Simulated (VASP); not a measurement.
# BaTiO3 (R3m) in VASP: notebook

Runs on BaTiO3. Level: PBE+U. Tasks: single point.

Program: VASP 6.6.1. These are calculated values, not measurements. Logs are shortened: lines on timing, memory, paths and dates and some standing lists are left out, and cuts for length are marked.

## (1) The cell of the first run

The structure is trigonal, space group R3m (No. 160). Conventional cell: a = 5.721 Å, b = 5.721 Å, c = 7.038 Å, α = 90.00°, β = 90.00°, γ = 120.00°. Ba (site symmetry 3m) has 12 O at 2.82 to 2.92 Å and 8 Ti at 3.47 to 3.57 Å within 3.7 Å. Ti (site symmetry 3m) has 6 O at 1.94 to 2.11 Å within 2.6 Å. Within 2.6 Å of O (site symmetry m) lie 2 Ti at 1.94 to 2.11 Å.

## (2) Single point, PBE+U (atoms moved along the polar distortion)

The input, INCAR:

```
PREC = Accurate ; ENCUT = 1340
EDIFF = 1E-6 ; ISMEAR = 0
SIGMA = 0.01 ; LREAL = False
LASPH = True ; NELM = 200
ALGO = Normal ; ISIF = 2
LWAVE = False ; LCHARG = True
LMAXMIX = 4 ; LDAU = True
LDAUTYPE = 2 ; LDAUL = -1 2 -1
LDAUU = 0 4 0 ; LDAUJ = 0 0 0
LDAUPRINT = 1 ; GGA = PE
LELF = True ; LVHAR = True
NBANDS = 28 ; GGA_COMPAT = False
```

The input, KPOINTS:

```
regular mesh
0
Gamma
  6 6 6
```

The input, POSCAR:

```
BaTiO3
1.0
    2.8603720851      1.6514365933      2.3460535783
   -2.8603720851      1.6514365933      2.3460535783
    0.0000000000     -3.3028731867      2.3460535783
Ba Ti O
1 1 3
Direct
    0.0026800181      0.0026800181      0.0026800181
    0.5097634811      0.5097634811      0.5097634811
    0.4940298989      0.4940298989      0.9886067303
    0.4940298989      0.9886067303      0.4940298989
    0.9886067303      0.4940298989      0.4940298989
```

Potentials or basis: VASP PAW PBE potentials, release 64 (Ba_sv, Ti_sv, O_h).

Run with:

```console
$ cat potpaw_PBE.64/Ba_sv/POTCAR potpaw_PBE.64/Ti_sv/POTCAR potpaw_PBE.64/O_h/POTCAR > POTCAR
$ mpirun -np 1 vasp_std > vasp.out
```

OUTCAR:

```text
PREC = Accurate
   ENCUT = 1340
   EDIFF = 1E-6
   ISMEAR = 0
   LREAL = False
   LASPH = True
   NELM = 200
   ISIF = 2
   GGA = PE

 ion  position               nearest neighbor table
   1  0.003  0.003  0.003-   3 2.82   4 2.82   5 2.82   3 2.86   3 2.86   5 2.86   4 2.86   4 2.86
                             5 2.86   3 2.92   4 2.92   5 2.92   2 3.47   2 3.49   2 3.49   2 3.49
   2  0.510  0.510  0.510-   4 1.94   5 1.94   3 1.94   4 2.11   5 2.11   3 2.11   1 3.47   1 3.49
                             1 3.49   1 3.49   1 3.52   1 3.52   1 3.52   1 3.57
   3  0.494  0.494  0.989-   2 1.94   2 2.11   1 2.82   1 2.86   1 2.86   1 2.92
   4  0.494  0.989  0.494-   2 1.94   2 2.11   1 2.82   1 2.86   1 2.86   1 2.92
   5  0.989  0.494  0.494-   2 1.94   2 2.11   1 2.82   1 2.86   1 2.86   1 2.92

  LATTYP: Found a trigonal (rhomboedric) cell.
 ALAT       =     4.0512885208
 COS(alpha) =     0.0030148013

  Lattice vectors:

 A1 = (   2.8603720851,   1.6514365933,   2.3460535783)
 A2 = (  -2.8603720851,   1.6514365933,   2.3460535783)
 A3 = (   0.0000000000,  -3.3028731867,   2.3460535783)

Analysis of symmetry for initial positions (statically):
=====================================================================
 Subroutine PRICEL returns:
 Original cell was already a primitive cell.

 Routine SETGRP: Setting up the symmetry group for a
 trigonal (rhombohedral) supercell.

 Subroutine GETGRP returns: Found  6 space group operations
 (whereof  6 operations were pure point group operations)
 out of a pool of 12 trial point group operations.

The static configuration has the point symmetry C_3v.

Analysis of symmetry for dynamics (positions and initial velocities):
=====================================================================
 Subroutine PRICEL returns:
 Original cell was already a primitive cell.

 Routine SETGRP: Setting up the symmetry group for a
 trigonal (rhombohedral) supercell.

 Subroutine GETGRP returns: Found  6 space group operations
 (whereof  6 operations were pure point group operations)
 out of a pool of 12 trial point group operations.

The dynamic configuration has the point symmetry C_3v.

 Subroutine INISYM returns: Found  6 space group operations
 (whereof  6 operations are pure point group operations),
 and found     1 'primitive' translations

----------------------------------------------------------------------------------------

                                     Primitive cell

  volume of cell :      66.4926

  direct lattice vectors                    reciprocal lattice vectors
     2.860372085  1.651436593  2.346053578     0.174802433  0.100922232  0.142082575
    -2.860372085  1.651436593  2.346053578    -0.174802433  0.100922232  0.142082575
     0.000000000 -3.302873187  2.346053578     0.000000000 -0.201844464  0.142082575

  length of vectors
     4.051288521  4.051288521  4.051288521     0.246837286  0.246837286  0.246837286

  position of ions in fractional coordinates (direct lattice)
     0.002680018  0.002680018  0.002680018
     0.509763481  0.509763481  0.509763481
     0.494029899  0.494029899  0.988606730
     0.494029899  0.988606730  0.494029899
     0.988606730  0.494029899  0.494029899

  ion indices of the primitive-cell ions
   primitive index   ion index
                 1           1
                 2           2
                 3           3
                 4           4
                 5           5

----------------------------------------------------------------------------------------

 KPOINTS: regular mesh

Automatic generation of k-mesh.
 Grid dimensions read from file:
 generate k-points for:    6    6    6

[... 48 lines left out ...]
   dimension x,y,z NGX =    48 NGY =   48 NGZ =   48
   dimension x,y,z NGXF=    96 NGYF=   96 NGZF=   96
   ions per type =               1   1   3
   NGX,Y,Z   is equivalent  to a cutoff of  19.70, 19.70, 19.70 a.u.
   NGXF,Y,Z  is equivalent  to a cutoff of  39.39, 39.39, 39.39 a.u.
 SYSTEM =  unknown system
   PREC   = accura    normal or accurate (medium, high low for compatibility)
   ISTART =      0    job   : 0-new  1-cont  2-samecut
   ICHARG =      2    charge: 1-file 2-atom 10-const
   ISPIN  =      1    spin polarized calculation?
   LNONCOLLINEAR =      F non collinear calculations
   LSORBIT =      F    spin-orbit coupling
   LASPH  =      T    aspherical Exc in radial PAW
   ENCUT  = 1340.0 eV  98.49 Ry    9.92 a.u.  12.09 12.09 12.09*2*pi/ulx,y,z
   NELM   =    200;   NELMIN=  2; NELMDL= -5     # of ELM steps
   EDIFF  = 0.1E-05   stopping-criterion for ELM
   LREAL  =      F    real-space projection
   EDIFFG = 0.1E-04   stopping-criterion for IOM
   NSW    =      0    number of steps for IOM
   IBRION =     -1    ionic relax: 0-MD 1-quasi-New 2-CG
   NFREE  =      0    steps in history (QN), initial steepest desc. (CG)
   ISIF   =      2    stress and relaxation
   ISYM   =      2    0-nonsym 1-usesym 2-fastsym
   POTIM  = 0.5000    time-step for ionic-motion
   TEBEG  =    0.0;   TEEND  =   0.0 temperature during run
   PSTRESS=    0.0 pullay stress
   NELECT =      40.0000    total number of electrons
   NUPDOWN=      -1.0000    fix difference up-down
   EMIN   =  10.00;   EMAX   =-10.00  energy-range for DOS
   EFERMI =   0.00;   METHOD = LEGACY
   ISMEAR =     0;   SIGMA  =   0.01  broadening in eV -4-tet -1-fermi 0-gaus
   EFERMI_NEDOS =   21; number of points for ismear=-14 and -15
   IALGO  =     38    algorithm
   IMIX   =      4    mixing-type and parameters
     AMIX     =   0.40;   BMIX     =  1.00
     AMIX_MAG =   1.60;   BMIX_MAG =  1.00
  volume/ion in A,a.u.               =      13.30        89.74
  Fermi-wavevector in a.u.,A,eV,Ry     =   1.381986  2.611575 25.985565  1.909885
  Thomas-Fermi vector in A             =   2.506719
   LORBIT       =      0    0 simple, 1 ext, 2 COOP (PROOUT), +10 PAW based schemes
 LDA+U is selected, type is set to LDAUTYPE =  2
   angular momentum for each species LDAUL =    -1    2   -1
   U (eV)           for each species LDAUU =   0.0  4.0  0.0
   J (eV)           for each species LDAUJ =   0.0  0.0  0.0
   GGA     = PE    functional components
   LHFCALC =     F    Hartree Fock is set to
   AEXX    =    0.0000 exact exchange contribution
   IVDW    =     0    specifies the selected vdW correction
   LEPSILON=     F    determine dielectric tensor
   LRPA    =     F    only Hartree local field effects (RPA)
 non-spin polarized calculation
 Gauss-broadening in eV      SIGMA  =   0.01
  energy-cutoff  :     1340.00
  volume of cell :       66.49
 maximum number of plane-waves:      7427
   NGX = 25   NGY = 25   NGZ = 25

atom =   2  type =  2  l = 2

 onsite density matrix

spin component  1

  0.1522  0.0000  0.0000  0.0616  0.0000
  0.0000  0.1887  0.0000 -0.0000  0.0616
  0.0000  0.0000  0.1052  0.0000  0.0000
  0.0616 -0.0000  0.0000  0.1887 -0.0000
  0.0000  0.0616  0.0000 -0.0000  0.1522

spin component  2

  0.1522  0.0000  0.0000  0.0616  0.0000
  0.0000  0.1887  0.0000 -0.0000  0.0616
  0.0000  0.0000  0.1052  0.0000  0.0000
  0.0616 -0.0000  0.0000  0.1887 -0.0000
  0.0000  0.0616  0.0000 -0.0000  0.1522

 occupancies and eigenvectors

  o =  0.1052  v =  0.0000  0.0000  1.0000  0.0000 -0.0000  0.0000  0.0000  0.0000  0.0000  0.0000      0.0000  0.0000  0.0000  0.0000  0.0000  0.0000  0.0000  0.0000  0.0000  0.0000
  o =  0.1052  v =  0.0000  0.0000  0.0000  0.0000  0.0000  0.0000  0.0000  1.0000  0.0000 -0.0000      0.0000  0.0000  0.0000  0.0000  0.0000  0.0000  0.0000  0.0000  0.0000  0.0000
  o =  0.1062  v =  0.0000 -0.5983  0.0000  0.0000  0.8012  0.0000  0.0000  0.0000  0.0000  0.0000      0.0000  0.0000  0.0000  0.0000  0.0000  0.0000  0.0000  0.0000  0.0000  0.0000
  o =  0.1062  v =  0.0000  0.0000  0.0000  0.0000  0.0000  0.0000 -0.5983  0.0000  0.0000  0.8012      0.0000  0.0000  0.0000  0.0000  0.0000  0.0000  0.0000  0.0000  0.0000  0.0000
  o =  0.1062  v =  0.0000  0.0000  0.0000  0.0000  0.0000 -0.8012  0.0000  0.0000  0.5983  0.0000      0.0000  0.0000  0.0000  0.0000  0.0000  0.0000  0.0000  0.0000  0.0000  0.0000
  o =  0.1062  v = -0.8012  0.0000  0.0000  0.5983  0.0000  0.0000  0.0000  0.0000  0.0000  0.0000      0.0000  0.0000  0.0000  0.0000  0.0000  0.0000  0.0000  0.0000  0.0000  0.0000
  o =  0.2346  v =  0.0000  0.0000  0.0000  0.0000  0.0000 -0.5983  0.0000 -0.0000 -0.8012 -0.0000      0.0000  0.0000  0.0000  0.0000  0.0000  0.0000  0.0000  0.0000  0.0000  0.0000
  o =  0.2346  v = -0.5983  0.0000 -0.0000 -0.8012 -0.0000  0.0000  0.0000  0.0000  0.0000  0.0000      0.0000  0.0000  0.0000  0.0000  0.0000  0.0000  0.0000  0.0000  0.0000  0.0000
  o =  0.2346  v =  0.0000  0.8012  0.0000  0.0000  0.5983  0.0000  0.0000  0.0000  0.0000  0.0000      0.0000  0.0000  0.0000  0.0000  0.0000  0.0000  0.0000  0.0000  0.0000  0.0000
  o =  0.2346  v =  0.0000  0.0000  0.0000  0.0000  0.0000  0.0000  0.8012  0.0000  0.0000  0.5983      0.0000  0.0000  0.0000  0.0000  0.0000  0.0000  0.0000  0.0000  0.0000  0.0000

 number of electron      40.0000000 magnetization

 Free energy of the ion-electron system (eV)
  ---------------------------------------------------
  ext. energy  EPLUGINS =         0.00000000
  ---------------------------------------------------
  free energy    TOTEN  =       -37.36309242 eV

  energy without entropy =      -37.36309242  energy(sigma->0) =      -37.36309242

 E-fermi :   4.1885     XC(G=0): -11.0733

 val. band max:        4.0115387069   @ k =   0.5000   0.5000   0.5000
 cond. band min:       6.3979932113   @ k =   0.0000   0.0000   0.0000
 fundamental gap:      2.3864545044
 Fermi energy:         4.1884982633

 k-point     1 :       0.0000    0.0000    0.0000
  band No.  band energies     occupation
      1     -53.7299      2.00000
      2     -29.8919      2.00000
      3     -29.8871      2.00000
      4     -29.8871      2.00000
      5     -20.8816      2.00000
      6     -12.8241      2.00000
[... 733 lines left out ...]
     27      11.9950      0.00000
     28      12.4083      0.00000

 [... further k-points ...]
[... 5 lines left out ...]
  --------------------------------------------------------------------------------------
  -------------------------------------------------------------------------------------
  Total        0.8765409      0.8765409      0.5852881      0.0000000     -0.0000000     -0.0000000
  in kB       21.1207404     21.1207404     14.1028428      0.0000000     -0.0000000     -0.0000000
  external PRESSURE =      18.7814412 kB  Pullay stress =       0.0000000 kB

 VOLUME and BASIS-vectors are now :
 -----------------------------------------------------------------------------
  energy-cutoff  :     1340.00
  volume of cell :       66.49
      direct lattice vectors                 reciprocal lattice vectors
     2.860372085  1.651436593  2.346053578     0.174802433  0.100922232  0.142082575
    -2.860372085  1.651436593  2.346053578    -0.174802433  0.100922232  0.142082575
     0.000000000 -3.302873187  2.346053578     0.000000000 -0.201844464  0.142082575

 POSITION                                       TOTAL-FORCE (eV/Angst)
 -----------------------------------------------------------------------------------
      0.00000     -0.00000      0.01886         0.000000      0.000000     -0.028592
      0.00000     -0.00000      3.58780         0.000000      0.000000     -0.234138
      0.00000     -1.63352      4.63737         0.000000     -0.129708      0.087577
     -1.41467      0.81676      4.63737        -0.112331      0.064854      0.087577
      1.41467      0.81676      4.63737         0.112331      0.064854      0.087577
 -----------------------------------------------------------------------------------
    total drift:                                0.000000     -0.000000     -0.000595

  FREE ENERGIE OF THE ION-ELECTRON SYSTEM (eV)
  ---------------------------------------------------
  free  energy   TOTEN  =       -37.3630924151 eV

  energy  without entropy=      -37.3630924151  energy(sigma->0) =      -37.36309242
```

Run time: 3.6 min. Hardware: 1 thread of Intel Xeon Platinum 8259CL at 2.50GHz (Skylake/Cascade Lake), shared host; peak memory 0.5 GiB.

What came out:

```
Free energy            : -37.3631 eV
Pressure               : 1.9 GPa
Largest force          : 0.234 eV/Å
Band gap on the k mesh : 2.39 eV (least direct gap 2.70 eV)
```

Forces in eV/Å, atoms in the order of the input:
```
Ba   0.000  0.000 -0.029
Ti   0.000  0.000 -0.234
O    0.000 -0.130  0.088
O   -0.112  0.065  0.088
O    0.112  0.065  0.088
```

Stress tensor (GPa, compression positive):
```
2.11 0.00 0.00
0.00 2.11 0.00
0.00 0.00 1.41
```

Eigenvalues of the final occupation matrices:
| site | spin | trace | eigenvalues |
| --- | --- | --- | --- |
| site 2 d | 1 | 0.79 | 0.11 0.11 0.11 0.23 0.23 |
| site 2 d | 2 | 0.79 | 0.11 0.11 0.11 0.23 0.23 |

Caveat: the cell differs from its parent crystal (atoms moved along the polar distortion); spin-orbit coupling is left out, which moves the levels of the heavy elements. A k mesh can miss the band edges.

## (3) Single point, PBE+U (atoms moved along the polar distortion)

The input, INCAR:

```
PREC = Accurate ; ENCUT = 1340
EDIFF = 1E-6 ; ISMEAR = 0
SIGMA = 0.01 ; LREAL = F
LASPH = T ; NELM = 200
ALGO = Normal ; ISIF = 2
LWAVE = F ; LCHARG = F
LMAXMIX = 4 ; LDAU = T
LDAUTYPE = 2 ; LDAUL = -1 2 -1
LDAUU = 0 4 0 ; LDAUJ = 0 0 0
LDAUPRINT = 1 ; GGA = PE
NBANDS = 28 ; GGA_COMPAT = F
```

The input, KPOINTS:

```
Automatic mesh
0
Gamma
  6 6 6
```

The input, POSCAR:

```
BaTiO3
1.0
    2.8603720851      1.6514365933      2.3460535783
   -2.8603720851      1.6514365933      2.3460535783
    0.0000000000     -3.3028731867      2.3460535783
Ba Ti O
1 1 3
Direct
    0.0026800181      0.0026800181      0.0026800181
    0.5036919414      0.5036919414      0.5036919414
    0.5014442868      0.5014442868      1.0006695484
    0.5014442868      1.0006695484      0.5014442868
    1.0006695484      0.5014442868      0.5014442868
```

Potentials or basis: VASP PAW PBE potentials, release 64 (Ba_sv, Ti_sv, O_h).

Run with:

```console
$ cat potpaw_PBE.64/Ba_sv/POTCAR potpaw_PBE.64/Ti_sv/POTCAR potpaw_PBE.64/O_h/POTCAR > POTCAR
$ mpirun -np 1 vasp_std > vasp.out
```

Run time: 4.6 min. Hardware: 1 thread of Intel Xeon Platinum 8259CL at 2.50GHz (Skylake/Cascade Lake), shared host; peak memory 0.49 GiB.

The run converged. Its results:

```yaml
Free_energy: -37.3754 eV
Pressure: 0.6 GPa
Largest_force: 0.009 eV/Å
Band_gap_on_the_k_mesh: 2.13 eV (least direct gap 2.34 eV)
```

Forces on the atoms (eV/Å):
```
Ba   0.000  0.000 -0.004
Ti   0.000  0.000 -0.007
O    0.000 -0.008  0.004
O   -0.007  0.004  0.004
O    0.007  0.004  0.004
```

Stress tensor (GPa, compression positive):
```
 0.94  0.00  0.00
 0.00  0.94  0.00
 0.00  0.00 -0.14
```

Levels at points of the mesh, in eV from the valence-band top:
```tsv
k point	band 18	band 19	band 20	band 21	band 22	band 23
(0.00, 0.00, 0.00)	-0.24	-0.21	-0.21	2.13	2.13	2.15
(0.50, 0.00, 0.00)	-1.69	-0.80	-0.77	2.31	3.71	3.73
(0.50, 0.50, 0.00)	-0.91	-0.90	-0.09	3.74	3.75	4.16
(0.50, 0.50, 0.50)	-0.01	0.00	0.00	4.37	4.37	4.38
```

Eigenvalues of the final occupation matrices:
| site | spin | trace | eigenvalues |
| --- | --- | --- | --- |
| site 2 d | 1 | 0.77 | 0.10 0.10 0.10 0.23 0.23 |
| site 2 d | 2 | 0.77 | 0.10 0.10 0.10 0.23 0.23 |

Caveat: the cell differs from its parent crystal (atoms moved along the polar distortion); spin-orbit coupling is left out, which moves the levels of the heavy elements.

(Continued in part 2 of 2.)
